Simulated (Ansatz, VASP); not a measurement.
TiC: VASP beside Ansatz

```
CELL_PARAMETERS angstrom
0.00000 2.16400 2.09908
2.16400 0.00000 2.09908
2.16400 2.16400 0.00000
ATOMIC_POSITIONS crystal
Ti 0.00000 0.00000 0.00000
C 0.50000 0.50000 0.50000
```

Change from the starting cell: strain +0.000 along x and y, -0.030 along z, atoms carried along.

Alike in both runs: task single point; functional PBEsol; k mesh 18 × 18 × 18; occupations gaussian, width 0.15 eV; no spin polarisation.

|  | VASP | Ansatz |
| --- | --- | --- |
| version | VASP 6.6.1 | Ansatz 0.2.0 |
| potentials or method | VASP PAW PBE potentials, release 64 (Ti_sv, C), cutoff 520 eV | scalar-relativistic, plane waves, PAW |
| valence electrons in the cell | 16 | 16 |

Ansatz gave:

```
gap on the k mesh at the Fermi level (eV)                     : none
pressure (GPa)                                                : 2.2
traceless stress, the component that is largest in VASP (GPa) : 9.46
```

Q: Which values does VASP return?

A: gap on the k mesh at the Fermi level (eV): none; pressure (GPa): 2.3; traceless stress, the component that is largest in VASP (GPa): 9.48.

VASP's potentials were made for PBE, not for PBEsol. A gap of «none» marks a metal or a gap that the smearing closes. The functional is the same, so the differences come from potentials, cutoffs and numerics.
